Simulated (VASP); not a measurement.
A run of VASP 6.6.1 is set up as follows.

INCAR

```
SYSTEM = GaN
PREC     = Accurate       ! precision mode
ENCUT    = 520            ! plane-wave cutoff, eV
EDIFF    = 1E-7           ! SCF threshold, eV
ISMEAR   = 0              ! smearing method
SIGMA    = 0.01           ! smearing width, eV
LREAL    = .FALSE.        ! projectors in reciprocal space
LASPH    = .TRUE.         ! aspherical terms in the spheres
NELM     = 60             ! most SCF steps
ALGO     = Normal         ! electronic algorithm
ISIF     = 2              ! what is computed and relaxed
LWAVE    = .FALSE.        ! write WAVECAR
LCHARG   = .FALSE.        ! write CHGCAR
NBANDS   = 16             ! bands
```

File KPOINTS:

```
regular mesh
0
G
  10 10 10
  0 0 0
```

The input POSCAR:

```
GaN
1.0
    0.0000000000      2.2277045316      2.2277045316
    2.2277045316      0.0000000000      2.2277045316
    2.2277045316      2.2277045316      0.0000000000
Ga N
1 1
Direct
    0.0000000000      0.0000000000      0.0000000000
    0.2500000000      0.2500000000      0.2500000000
```

Potentials or basis: VASP PAW LDA potentials, release 64 (Ga_d, N).

Launch:

```sh
$ cat potpaw_LDA.64/Ga_d/POTCAR potpaw_LDA.64/N/POTCAR > POTCAR
$ mpirun -np 1 vasp_std > vasp.out
```

**Question.** Predict the pressure.

**Answer.** 1.1 GPa.

**Question.** Predict the band gap on the k mesh.

**Answer.** 1.97 eV, direct.

Expect the measured gap to be larger: semilocal functionals such as LDA lack the derivative discontinuity.
